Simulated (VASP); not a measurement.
The system is Bi2O.

```
Bi O
1.0
     3.70000    0.00000    0.00000
    -1.85000    3.20430    0.00000
     0.00000    0.00000    6.19636
Bi O
2 1
Direct
  0.33333 0.66667 0.23213
  0.66667 0.33333 0.76787
  0.00000 0.00000 0.00000
```

* Program: VASP 6.6.1
* Task: relaxation of cell and atoms
* Functional: PBE
* Potentials or basis: VASP PAW PBE potentials, release 64 (Bi_d, O)
* Cutoff: 600 eV
* k mesh: 6 × 6 × 4
* Occupations: gaussian, width 0.1 eV
* Spin: no spin polarisation

At the start: pressure -0.9 GPa; volume 24.49 Å³/atom.

Task: How do energy, volume and symmetry change on relaxing?

Result: Over 8 steps the energy falls by 142.5 meV/atom and the volume is 22.32 Å³/atom (-8.9 %); space group P-3m1 (No. 164, to 0.05 Å).

Step by step:
```
step  energy change (eV)  largest force (eV/Å)  pressure (GPa)  volume (Å³)
   1              0.0000                1.2920           -0.85        73.46
   2             -0.1694                0.9892           -1.42        72.07
   3             -0.3995                0.2982           -1.97        69.30
   4              0.2566                2.5212            2.85        63.76
   5             -0.4143                0.0496           -1.91        68.66
   6             -0.4004                0.0216            3.43        64.36
   7             -0.4256                0.0148            0.04        66.88
   8             -0.4274                0.0155            0.06        66.95
```

Final structure:
```
CELL_PARAMETERS angstrom
3.51887 0.00000 0.00000
-1.75943 3.04743 0.00000
0.00000 0.00000 6.24321
ATOMIC_POSITIONS crystal
Bi 0.33333 0.66667 0.26823
Bi 0.66667 0.33333 0.73177
O 0.00000 0.00000 0.00000
```
